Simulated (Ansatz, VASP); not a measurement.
**One calculation of Hf, two programs**

Contents of POSCAR:

```
Hf
1.0
    3.1990378246      0.0000000000      0.0000000000
   -1.5995189123      2.7704480238      0.0000000000
    0.0000000000      0.0000000000      5.0412000092
Hf
2
Direct
    0.3333333333      0.6666666667      0.2500000000
    0.6666666667      0.3333333333      0.7500000000
```

File INCAR.step1:

```
PREC     = Accurate       # precision mode
ENCUT    = 550            # plane-wave cutoff, eV
ISMEAR   = -1             # smearing method
SIGMA    = 0.05           # smearing width, eV
LREAL    = False          # projectors in reciprocal space
LASPH    = True           # aspherical terms in the spheres
NELM     = 120            # most SCF steps
NBANDS   = 17             # bands
GGA      = PE             # functional
ALGO     = Normal         # electronic algorithm
EDIFF    = 1E-5           # SCF threshold, eV
LWAVE    = True           # write WAVECAR
LCHARG   = False          # write CHGCAR
GGA_COMPAT= False
```

Contents of INCAR.step2:

```
PREC     = Accurate       # precision mode
ENCUT    = 550            # plane-wave cutoff, eV
EDIFF    = 1E-6           # SCF threshold, eV
ISMEAR   = -1             # smearing method
SIGMA    = 0.05           # smearing width, eV
LREAL    = False          # projectors in reciprocal space
LASPH    = True           # aspherical terms in the spheres
NELM     = 120            # most SCF steps
ALGO     = Normal         # electronic algorithm
ISIF     = 2              # what is computed and relaxed
LWAVE    = False          # write WAVECAR
LCHARG   = True           # write CHGCAR
METAGGA  = R2SCAN         # meta-GGA
LMIXTAU  = True         
LELF     = True           # ELF
LVHAR    = True         
NBANDS   = 17             # bands
ISTART   = 1            
GGA_COMPAT= False
```

Contents of KPOINTS:

```
Automatic mesh
0
Gamma
  14 14 8
```

Input for Ansatz:

```yaml
crystal:
  lattice:
    - [3.19903782459, 0.0, 0.0]
    - [-1.59951891229, 2.77044802377, 0.0]
    - [0.0, 0.0, 5.04120000915]
  atoms:
    - { symbol: Hf, position: [0.333333333333, 0.666666666667, 0.25] }
    - { symbol: Hf, position: [0.666666666667, 0.333333333333, 0.75] }
kpoints:
  mp_grid: { grid: [14, 14, 8] }
scf:
  occupations: { method: fermi_dirac, width: 0.05 }
hamiltonian:
  xc: r2scan
  pseudopotentials: { kind: paw }
output:
  forces: true
  stress: true
  eigenvalues: true
  eigenstates:
    nscf_kmesh: { grid: [20, 20, 12] }
    de_dk: true
    e_range: [-14, 14]
  optics:
    e_range: [0, 20]
    de: 0.2
    sigma: 0.1
    bands: { spectra_wanted_up_to: 20 }
    nscf_kmesh: { grid: [20, 20, 12] }
    drude_damping: 0.2
checkpoint:
  write: ck
  write_wavefunctions: false
```

Alike in both runs: task single point; functional r2SCAN; k mesh 14 × 14 × 8; occupations fermi-dirac, width 0.05 eV; no spin polarisation.

|  | VASP | Ansatz |
| --- | --- | --- |
| version | VASP 6.6.1 | Ansatz 0.2.0 |
| potentials or method | VASP PAW PBE potentials, release 64 (Hf_pv) | PAW with Ansatz's default frozen-core files, scalar-relativistic |
| plane-wave cutoff (eV) | 550 | 500 |
| valence electrons in the cell | 20 | 52 |

|  | VASP | Ansatz | Ansatz less VASP |
| --- | --- | --- | --- |
| pressure (GPa) | -0.6 | 0.0 | +0.58 |
| traceless stress, the component that is largest in VASP (GPa) | -0.08 | 0.00 | +0.084 |

VASP's potentials were made for PBE, not for r2SCAN. VASP's potentials hold 20 valence electrons a cell and Ansatz's 52, so a difference there can come from the potentials and not from the codes. Ansatz's warnings: optics on partly filled bands.

Neither program's run includes spin-orbit coupling.
